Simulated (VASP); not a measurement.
Runs of VASP 6.6.1 on TaN. The structure is that of space group P-6m2 (No. 187), or close to it. The cells are those of the table. 

```csv
cell,gap on the mesh (eV),pressure (GPa)
"a = 2.977, b = 2.977, c = 2.921 Å, angles 90.0, 90.0, 120.0°, 2 atoms",none,-16.6
"a = 3.014, b = 3.014, c = 2.958 Å, angles 90.0, 90.0, 120.0°, 2 atoms",none,(a)
"a = 2.857, b = 2.857, c = 2.804 Å, angles 90.0, 90.0, 120.0°, 2 atoms",none,30.7
"a = 2.815, b = 2.815, c = 2.763 Å, angles 90.0, 90.0, 120.0°, 2 atoms",none,54.6
"a = 2.898, b = 2.898, c = 2.844 Å, angles 90.0, 90.0, 120.0°, 2 atoms",none,11.4
"a = 3.051, b = 3.051, c = 2.994 Å, angles 90.0, 90.0, 120.0°, 2 atoms",none,-34.6
"a = 2.938, b = 2.938, c = 2.883 Å, angles 90.0, 90.0, 120.0°, 2 atoms",none,(b)
```

Alike in all rows: task single point; level PBEsol; potentials or basis VASP PAW PBE potentials, release 64 (Ta_pv, N); no spin polarisation; k mesh 9 × 9 × 8; cutoff (eV) 520; smearing fermi-dirac 0.1 eV.

**Question.** Estimate the missing entries.

**Answer.** (a) -26.6; (b) -4.1.

Caveats: the PAW data sets were made with another functional, which shifts forces and pressure a little; spin-orbit coupling is left out, which moves the levels of the heavy elements.

A k mesh can miss the band edges, and the runs leave out spin-orbit coupling on Ta.

A gap of «none» marks levels without a gap at the run's occupations.
